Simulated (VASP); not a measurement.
## Zr3Cl: relaxation of cell and atoms with PBE

Zr3Cl:

```xyz
4
Lattice="4.1782 0.0000 0.0000 0.0000 4.1782 0.0000 0.0000 0.0000 4.1782" Properties=species:S:1:pos:R:3 pbc="T T T"
Zr    0.0000    2.0891    2.0891
Zr    2.0891    0.0000    2.0891
Zr    2.0891    2.0891    0.0000
Cl    0.0000    0.0000    0.0000
```

```yaml
Program: VASP 6.6.1
Task: relaxation of cell and atoms
Functional: PBE
Potentials_or_basis: VASP PAW PBE potentials, release 64 (Zr_sv, Cl)
Cutoff: 600 eV
k_mesh: 4 × 4 × 4
Occupations: gaussian, width 0.1 eV
Spin: no spin polarisation
Dipole_correction: no
Further_INCAR_settings: ALGO = Normal; EDIFF = 1e-07; IBRION = 2; EDIFFG = -0.04; NSW = 90; ISIF = 3
```

The relaxed volume is 21.40 Å³/atom. The relaxed cell is a = 4.407 Å, b = 4.407 Å, c = 4.407 Å, α = 90.00°, β = 90.00°, γ = 90.00°. The space group after relaxing (to 0.05 Å) is Pm-3m (No. 221). The energy gained by relaxing is 129.1 meV/atom and the ionic steps are 3. The pressure after relaxing is 0.0 GPa.

Step by step:
| step | energy change (eV) | largest force (eV/Å) | pressure (GPa) | volume (Å³) |
| --- | --- | --- | --- | --- |
| 1 | 0.0000 | 0.0000 | 15.18 | 72.94 |
| 2 | -0.4156 | 0.0000 | -4.39 | 92.75 |
| 3 | -0.5164 | 0.0000 | 0.04 | 85.58 |

Final structure:
```
CELL_PARAMETERS angstrom
4.40681 0.00000 0.00000
0.00000 4.40681 0.00000
0.00000 0.00000 4.40681
ATOMIC_POSITIONS crystal
Zr 0.00000 0.50000 0.50000
Zr 0.50000 0.00000 0.50000
Zr 0.50000 0.50000 0.00000
Cl 0.00000 0.00000 0.00000
```

Levels at points of the mesh, in eV from the Fermi level:
```csv
k point,band 17,band 18,band 19,band 20,band 21,band 22,band 23,band 24,band 25
"(0.00, 0.00, 0.00)",-4.39,-2.36,-2.36,-1.85,-1.85,-1.85,-1.79,2.03,2.03
"(0.50, 0.00, 0.00)",-2.62,-1.23,-0.74,-0.71,-0.26,0.44,0.44,0.85,0.85
"(0.50, 0.50, 0.00)",-1.23,-0.89,-0.89,-0.52,0.53,0.53,0.98,1.15,1.15
"(0.50, 0.50, 0.50)",-2.54,-2.54,-2.54,-0.61,0.53,0.53,0.53,1.51,1.87
```

It took 62 s on 1 thread of Intel(R) Xeon(R) Platinum 8488C (Sapphire Rapids) (shared host), peak memory 0.21 GiB.

Caveat: the k points lie up to 0.36 Å⁻¹ apart in the final cell; the volume moved by over 15 % at a fixed basis, so the end points are rough; an odd number of electrons without spin polarisation forces a metal; a magnetic or distorted state may lie lower.
